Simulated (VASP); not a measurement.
Wanted: the native input for a VASP 6.6.1 run.

```
Task                   : single point
Functional             : PBE
Potentials or basis    : VASP PAW PBE potentials, release 64 (C)
Cutoff                 : 520 eV
k mesh                 : 12 × 12 × 1
Occupations            : gaussian, width 0.1 eV
Spin                   : no spin polarisation
Dipole correction      : yes
Further INCAR settings : ALGO = Normal; EDIFF = 1e-07; NBANDS = 11
```

The structure of C lies in POSCAR:

```
C
1.0
    2.4560530000      0.0000000000      0.0000000000
   -1.2280260000      2.1270040000      0.0000000000
    0.0000000000      0.0000000000     15.0000000000
C
2
Direct
    0.3333333300      0.6666666700      0.4982149200
    0.6666666700      0.3333333300      0.5017850800
```

The cell was generated, and may not be a known phase.

These files were run (other wordings do the same):

INCAR

```
ALGO     = Normal         # electronic algorithm
DIPOL    = 0.5 0.5 0.500
EDIFF    = 1E-7           # SCF threshold, eV
ENCUT    = 520            # plane-wave cutoff, eV
GGA      = PE             # functional
IDIPOL   = 3            
ISIF     = 2              # what is computed and relaxed
ISMEAR   = 0              # smearing method
LASPH    = True           # aspherical terms in the spheres
LCHARG   = False          # write CHGCAR
LDIPOL   = True         
LREAL    = False          # projectors in reciprocal space
LWAVE    = False          # write WAVECAR
NBANDS   = 11             # bands
NELM     = 80             # most SCF steps
PREC     = Accurate       # precision mode
SIGMA    = 0.1            # smearing width, eV
```

KPOINTS

```
k-points
0
Gamma
  12 12 1
```

Potentials or basis: VASP PAW PBE potentials, release 64 (C).

Command:

```bash
$ cat potpaw_PBE.64/C/POTCAR > POTCAR
$ mpirun -np 1 vasp_std > vasp.out
```

Results of the run:

| Item | Value |
| --- | --- |
| Largest force | 0.895 eV/Å |
| Band gap on the k mesh | zero (filled and empty bands touch) |

Wall time 11 s on 1 thread of Intel(R) Xeon(R) 6975P-C (Granite Rapids), on a shared host, peak memory 0.17 GiB.
